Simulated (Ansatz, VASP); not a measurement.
One calculation of Sb, two programs

Contents of INCAR:

```
SYSTEM = Sb
PREC = Accurate
ENCUT = 520
EDIFF = 1E-6
ISMEAR = 0
SIGMA = 0.01
LREAL = .False.
LASPH = .True.
NELM = 60
ALGO = Normal
ISIF = 2
LWAVE = .False.
LCHARG = .False.
NBANDS = 12
```

KPOINTS

```
Automatic mesh
0
Gamma
  9 9 9
  0 0 0
```

File POSCAR:

```
Sb
1.0
    2.1456002536      1.2387628840      3.6587425366
   -2.1456002536      1.2387628840      3.6587425366
    0.0000000000     -2.4775257680      3.6587425366
Sb
2
Direct
    0.2359371474      0.2359371474      0.2359371474
    0.7640628526      0.7640628526      0.7640628526
```

Input for Ansatz:

```yaml
crystal:
  lattice:
    - [2.1456002536, 1.238762884, 3.6587425366]
    - [-2.1456002536, 1.238762884, 3.6587425366]
    - [0.0, -2.477525768, 3.6587425366]
  atoms:
    - { symbol: Sb, position: [0.2359371474, 0.2359371474, 0.2359371474] }
    - { symbol: Sb, position: [0.7640628526, 0.7640628526, 0.7640628526] }
hamiltonian:
  xc: lda
  pseudopotentials:
    kind: paw
    azcp:
      Sb: "pseudopotentials/Sb.paw.azcp"
basis:
  ecutwfc: 420
  fft_grid_basis: typed
kpoints:
  mp_grid: { grid: [9, 9, 9], shift: [0, 0, 0] }
magnetization:
  spin_polarized: false
scf:
  occupations: { method: gaussian, width: 0.01 }
  lower_state_search: "off"
output:
  stress: true
  write_density: true
  write_potential: true
  elf: true
  volumetric_format: npy
```

Alike in both runs: task single point; functional LDA; k mesh 9 × 9 × 9; occupations gaussian, width 0.01 eV; no spin polarisation.

|  | VASP | Ansatz |
| --- | --- | --- |
| version | VASP 6.6.1 | Ansatz 0.2.0 |
| potentials or method | VASP PAW LDA potentials, release 64 (Sb), cutoff 520 eV | plane waves (420 eV) with PAW, scalar-relativistic |
| valence electrons in the cell | 10 | 30 |

```tsv
	VASP	Ansatz	Ansatz less VASP
pressure (GPa)	0.4	0.1	-0.30
traceless stress, the component that is largest in VASP (GPa)	-0.11	-0.05	+0.058
```

Ansatz warns that its potentials were made for another functional, while VASP's fit it. LDA's correlation is that of Perdew and Zunger in VASP and of Perdew and Wang (1992) in Ansatz. VASP's potentials hold 10 valence electrons a cell and Ansatz's 30, so a difference there can come from the potentials and not from the codes.

Neither program's run includes spin-orbit coupling.
